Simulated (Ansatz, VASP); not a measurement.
## One calculation of Zr, two programs

Contents of INCAR:

```
  ALGO = Normal
  EDIFF = 1E-6
  ENCUT = 500
  GGA = PE
  GGA_COMPAT = False
  ISIF = 2
  ISMEAR = 0
  LASPH = True
  LCHARG = False
  LREAL = False
  LWAVE = False
  NBANDS = 19
  NELM = 120
  PREC = Accurate
  SIGMA = 0.1
```

KPOINTS

```
k-points
0
Gamma
  6 6 4
```

POSCAR

```
Zr
1.0
    3.2392314131      0.0000000000      0.0000000000
   -1.6196157065      2.8052566925      0.0000000000
    0.0000000000      0.0000000000      5.1722200000
Zr
2
Direct
    0.3333333333      0.6666666667      0.2500000000
    0.6666666667      0.3333333333      0.7500000000
```

Input for Ansatz:

```yaml
crystal:
  lattice:
    - [3.2392314131, 0.0, 0.0]
    - [-1.6196157065, 2.8052566925, 0.0]
    - [0.0, 0.0, 5.17222]
  atoms:
    - { symbol: Zr, position: [0.3333333333, 0.6666666667, 0.25] }
    - { symbol: Zr, position: [0.6666666667, 0.3333333333, 0.75] }
basis:
  ecutwfc: 420
kpoints:
  mp_grid: { grid: [6, 6, 4] }
  band_path: { path: [[0, 0, 0], [0.5, 0, 0], [0.5, 0.5, 0.5]], npoints: 8 }
hamiltonian:
  xc: pbe
scf:
  occupations: { method: gaussian, width: 0.1 }
output:
  forces: true
  stress: true
  eigenvalues: true
```

Alike in both runs: task single point; functional PBE; k mesh 6 × 6 × 4; occupations gaussian, width 0.1 eV; no spin polarisation.

|  | VASP | Ansatz |
| --- | --- | --- |
| version | VASP 6.6.1 | Ansatz 0.2.0 |
| potentials or method | VASP PAW PBE potentials, release 64 (Zr_sv), cutoff 500 eV | scalar-relativistic, plane waves, PAW |
| valence electrons in the cell | 24 | 24 |

|  | VASP | Ansatz | Ansatz less VASP |
| --- | --- | --- | --- |
| gap on the k mesh at the Fermi level (eV) | none | none | - |
| pressure (GPa) | -0.6 | -0.6 | -0.03 |
| traceless stress, the component that is largest in VASP (GPa) | 0.44 | 0.44 | -0.001 |

A gap of «none» marks a metal or a gap that the smearing closes.

The k mesh is coarse, so the values compare programs but aren't converged.
